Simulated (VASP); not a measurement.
# SnO (zincblende type) (F-43m) in VASP: a series of runs

The runs below take SnO (zincblende type) through single point, relaxation of cell and atoms, with PBE.

All numbers are computed with VASP 6.6.1; they aren't measurements. Logs are shortened: lines on timing, memory, paths and dates and some standing lists are left out, and cuts for length are marked.

### 1 The cell of the first run

The structure is cubic, space group F-43m (No. 216). The conventional cell has a = 5.475 Å, b = 5.475 Å, c = 5.475 Å, α = 90.00°, β = 90.00°, γ = 90.00°. Sn (site symmetry -43m) has 4 O at 2.37 Å within 3.1 Å. Within 3.1 Å of O (site symmetry -43m) lie 4 Sn at 2.37 Å.

### 2 Single point, PBE, non-collinear spin, zero start, spin-orbit coupling

File INCAR:

```
ALGO = Normal ; EDIFF = 1E-6
ENCUT = 520 ; GGA = PE
GGA_COMPAT = False ; ISIF = 2
ISMEAR = -1 ; LASPH = True
LCHARG = False ; LORBIT = 11
LORBMOM = True ; LREAL = False
LSORBIT = True ; LWAVE = False
MAGMOM = 0 0 0 0 0 0 ; NBANDS = 32
NELM = 150 ; PREC = Accurate
SIGMA = 0.08
```

File KPOINTS:

```
k-points
0
Gamma
  12 12 12
```

File POSCAR:

```
SnO
1.0
    0.0000000000      2.7375941725      2.7375941725
    2.7375941725      0.0000000000      2.7375941725
    2.7375941725      2.7375941725      0.0000000000
Sn O
1 1
Direct
    0.0000000000      0.0000000000      0.0000000000
    0.2500000000      0.2500000000      0.2500000000
```

Potentials or basis: VASP PAW PBE potentials, release 64 (Sn_d, O).

The run is started by

```bash
> cat potpaw_PBE.64/Sn_d/POTCAR potpaw_PBE.64/O/POTCAR > POTCAR
> mpirun -np 1 vasp_ncl > vasp.out
```

OUTCAR:

```text
EDIFF = 1E-6
   ENCUT = 520
   GGA = PE
   ISIF = 2
   ISMEAR = -1
   LASPH = True
   LORBIT = 11
   LREAL = False
   LSORBIT = True
   NELM = 150
   PREC = Accurate

 ion  position               nearest neighbor table
   1  0.000  0.000  0.000-   2 2.37   2 2.37   2 2.37   2 2.37
   2  0.250  0.250  0.250-   1 2.37   1 2.37   1 2.37   1 2.37

  LATTYP: Found a face centered cubic cell.
 ALAT       =     5.4751883450

  Lattice vectors:

 A1 = (   0.0000000000,   2.7375941725,   2.7375941725)
 A2 = (   2.7375941725,   0.0000000000,   2.7375941725)
 A3 = (   2.7375941725,   2.7375941725,   0.0000000000)

Analysis of symmetry for initial positions (statically):
[... 5 lines left out ...]
 face centered cubic supercell.

 Subroutine GETGRP returns: Found 24 space group operations
 (whereof 24 operations were pure point group operations)
 out of a pool of 48 trial point group operations.

The static configuration has the point symmetry T_d .

Analysis of symmetry for dynamics (positions and initial velocities):
[... 5 lines left out ...]
 face centered cubic supercell.

 Subroutine GETGRP returns: Found 24 space group operations
 (whereof 24 operations were pure point group operations)
 out of a pool of 48 trial point group operations.

The dynamic configuration has the point symmetry T_d .

Analysis of structural, dynamic, and magnetic symmetry:
=====================================================================
 Subroutine PRICEL returns:
 Original cell was already a primitive cell.

 Routine SETGRP: Setting up the symmetry group for a
 face centered cubic supercell.

 Subroutine GETGRP returns: Found 24 space group operations
 (whereof 24 operations were pure point group operations)
 out of a pool of 48 trial point group operations.

The overall configuration has the point symmetry T_d .

 Subroutine INISYM returns: Found 24 space group operations
 (whereof 24 operations are pure point group operations),
 and found     1 'primitive' translations

----------------------------------------------------------------------------------------

                                     Primitive cell

  volume of cell :      41.0334

  direct lattice vectors                    reciprocal lattice vectors
     0.000000000  2.737594173  2.737594173    -0.182642119  0.182642119  0.182642119
     2.737594173  0.000000000  2.737594173     0.182642119 -0.182642119  0.182642119
     2.737594173  2.737594173  0.000000000     0.182642119  0.182642119 -0.182642119

  length of vectors
     3.871542807  3.871542807  3.871542807     0.316345429  0.316345429  0.316345429

  position of ions in fractional coordinates (direct lattice)
     0.000000000  0.000000000  0.000000000
     0.250000000  0.250000000  0.250000000

  ion indices of the primitive-cell ions
   primitive index   ion index
                 1           1
                 2           2

----------------------------------------------------------------------------------------

 KPOINTS: k-points

Automatic generation of k-mesh.
 Grid dimensions read from file:
 generate k-points for:   12   12   12

 Generating k-lattice:

  Cartesian coordinates                     Fractional coordinates (reciprocal lattice)
    -0.015220177  0.015220177  0.015220177     0.083333333  0.000000000  0.000000000
     0.015220177 -0.015220177  0.015220177     0.000000000  0.083333333  0.000000000
     0.015220177  0.015220177 -0.015220177     0.000000000  0.000000000  0.083333333

  Length of vectors
     0.026362119  0.026362119  0.026362119

  Shift w.r.t. Gamma in fractional coordinates (k-lattice)
     0.000000000  0.000000000  0.000000000

[... 76 lines left out ...]
   LHFCALC =     F    Hartree Fock is set to
   AEXX    =    0.0000 exact exchange contribution
   IVDW    =     0    specifies the selected vdW correction
   LEPSILON=     F    determine dielectric tensor
   LRPA    =     F    only Hartree local field effects (RPA)
  energy-cutoff  :      520.00
  volume of cell :       41.03
 maximum number of plane-waves:      2250
 NGX is ok and might be reduce to    30
   NGX = 15   NGY = 15   NGZ = 15

 number of electron      19.9999988 magnetization       0.0000000      0.0000000     -0.0000000

 number of electron      19.9999988 magnetization      -0.0000000     -0.0000000      0.0000000

 number of electron      19.9999988 magnetization       0.0000000      0.0000000      0.0000000

 number of electron      19.9999988 magnetization      -0.0000000     -0.0000000     -0.0000000

 Free energy of the ion-electron system (eV)
  ---------------------------------------------------
  ext. energy  EPLUGINS =         0.00000000
  ---------------------------------------------------
  free energy    TOTEN  =       -10.49900867 eV

  energy without entropy =      -10.49027771  energy(sigma->0) =      -10.49464319

 E-fermi :   5.7011     XC(G=0):  -9.4954

 val. band max:        5.6881879799   @ k =  -0.3333   0.5000   0.1667
 cond. band min:       5.7146163218   @ k =  -0.2500   0.5000   0.2500
 fundamental gap:      0.0264283420
 Fermi energy:         5.7011248135

 k-point     1 :       0.0000    0.0000    0.0000
  band No.  band energies     occupation
      1     -16.5719      1.00000
      2     -16.5719      1.00000
      3     -16.5719      1.00000
      4     -16.5719      1.00000
      5     -15.5553      1.00000
      6     -15.5553      1.00000
[... 829 lines left out ...]
     31      16.4758      0.00000
     32      16.4961      0.00000

 [... further k-points ...]
[... 5 lines left out ...]
  --------------------------------------------------------------------------------------
  -------------------------------------------------------------------------------------
  Total        0.0150701      0.0150701      0.0150701      0.0000000      0.0000000     -0.0000000
  in kB        0.5884245      0.5884245      0.5884245      0.0000000      0.0000000     -0.0000000
  external PRESSURE =       0.5884245 kB  Pullay stress =       0.0000000 kB

 VOLUME and BASIS-vectors are now :
 -----------------------------------------------------------------------------
  energy-cutoff  :      520.00
  volume of cell :       41.03
      direct lattice vectors                 reciprocal lattice vectors
     0.000000000  2.737594173  2.737594173    -0.182642119  0.182642119  0.182642119
     2.737594173  0.000000000  2.737594173     0.182642119 -0.182642119  0.182642119
     2.737594173  2.737594173  0.000000000     0.182642119  0.182642119 -0.182642119

 POSITION                                       TOTAL-FORCE (eV/Angst)
 -----------------------------------------------------------------------------------
      0.00000      0.00000      0.00000        -0.000000      0.000000     -0.000000
      1.36880      1.36880      1.36880         0.000000     -0.000000      0.000000
 -----------------------------------------------------------------------------------
    total drift:                               -0.000000     -0.000000     -0.000000

  FREE ENERGIE OF THE ION-ELECTRON SYSTEM (eV)
  ---------------------------------------------------
  free  energy   TOTEN  =       -10.4990086658 eV

  energy  without entropy=      -10.4902777129  energy(sigma->0) =      -10.49464319

 orbital moment (x)

 # of ion     p       d       tot
 ----------------------------------------
  1        -0.000   0.000  -0.000
  2        -0.000   0.000  -0.000
 ----------------------------------------
           -0.000   0.000  -0.000

 orbital moment (y)

 # of ion     p       d       tot
 ----------------------------------------
  1         0.000   0.000   0.000
  2         0.000   0.000   0.000
 ----------------------------------------
            0.000   0.000   0.000

 orbital moment (z)

 # of ion     p       d       tot
 ----------------------------------------
  1         0.000   0.000   0.000
  2        -0.000   0.000  -0.000
 ----------------------------------------
           -0.000   0.000  -0.000

 Spin-Orbit-Coupling matrix elements

 Ion:    1  E_soc:     -0.0744246
 l=   1
     0.0000000    -0.0063479    -0.0063479
    -0.0063479     0.0000000    -0.0063479
    -0.0063479    -0.0063479     0.0000000
 l=   2
     0.0000000    -0.0012250     0.0000000    -0.0012250    -0.0048312
    -0.0012250     0.0000000    -0.0036234    -0.0012250    -0.0012078
     0.0000000    -0.0036234     0.0000000    -0.0036234     0.0000000
    -0.0012250    -0.0012250    -0.0036234     0.0000000    -0.0012078
    -0.0048312    -0.0012078     0.0000000    -0.0012078     0.0000000
 l=   3
     0.0000000     0.0000000     0.0000000     0.0000000     0.0000000     0.0000000     0.0000000
     0.0000000     0.0000000     0.0000000     0.0000000     0.0000000     0.0000000     0.0000000
     0.0000000     0.0000000     0.0000000     0.0000000     0.0000000     0.0000000     0.0000000
     0.0000000     0.0000000     0.0000000     0.0000000     0.0000000     0.0000000     0.0000000
     0.0000000     0.0000000     0.0000000     0.0000000     0.0000000     0.0000000     0.0000000
     0.0000000     0.0000000     0.0000000     0.0000000     0.0000000     0.0000000     0.0000000
     0.0000000     0.0000000     0.0000000     0.0000000     0.0000000     0.0000000     0.0000000

 Ion:    2  E_soc:     -0.0006683
 l=   1
     0.0000000    -0.0001114    -0.0001114
    -0.0001114     0.0000000    -0.0001114
    -0.0001114    -0.0001114     0.0000000
 l=   2
     0.0000000     0.0000000     0.0000000     0.0000000     0.0000000
     0.0000000     0.0000000     0.0000000     0.0000000     0.0000000
     0.0000000     0.0000000     0.0000000     0.0000000     0.0000000
     0.0000000     0.0000000     0.0000000     0.0000000     0.0000000
     0.0000000     0.0000000     0.0000000     0.0000000     0.0000000
 l=   3
     0.0000000     0.0000000     0.0000000     0.0000000     0.0000000     0.0000000     0.0000000
     0.0000000     0.0000000     0.0000000     0.0000000     0.0000000     0.0000000     0.0000000
     0.0000000     0.0000000     0.0000000     0.0000000     0.0000000     0.0000000     0.0000000
     0.0000000     0.0000000     0.0000000     0.0000000     0.0000000     0.0000000     0.0000000
     0.0000000     0.0000000     0.0000000     0.0000000     0.0000000     0.0000000     0.0000000
     0.0000000     0.0000000     0.0000000     0.0000000     0.0000000     0.0000000     0.0000000
     0.0000000     0.0000000     0.0000000     0.0000000     0.0000000     0.0000000     0.0000000

 total charge

# of ion       s       p       d       tot
------------------------------------------
    1        1.364   0.643  10.008  12.015
    2        1.612   3.289   0.000   4.901
--------------------------------------------------
tot          2.977   3.931  10.008  16.916

 magnetization (x)

# of ion       s       p       d       tot
------------------------------------------
    1        0.000   0.000   0.000   0.000
    2        0.000   0.000   0.000   0.000
--------------------------------------------------
tot          0.000   0.000   0.000   0.000

 magnetization (y)

# of ion       s       p       d       tot
------------------------------------------
    1        0.000  -0.000   0.000  -0.000
    2        0.000   0.000   0.000   0.000
--------------------------------------------------
tot          0.000  -0.000   0.000  -0.000

 magnetization (z)

# of ion       s       p       d       tot
------------------------------------------
    1       -0.000  -0.000   0.000  -0.000
    2        0.000   0.000   0.000   0.000
--------------------------------------------------
tot         -0.000  -0.000   0.000  -0.000
```

It took 3.6 min on 1 thread of AMD EPYC 9R45 (Zen 5), shared host; peak memory 0.38 GiB.

What came out:

```
Free energy                                           : -10.4990 eV
Pressure                                              : 0.1 GPa
Net moment                                            : 0.00 μB per cell
Valence electrons inside the program's atomic spheres : Sn 12.02; O 4.90
```

Moments on the atoms (μB; x, y, z):
```
Sn  0.00 0.00 0.00
O   0.00 0.00 0.00
```

[end of part 1 of 2]
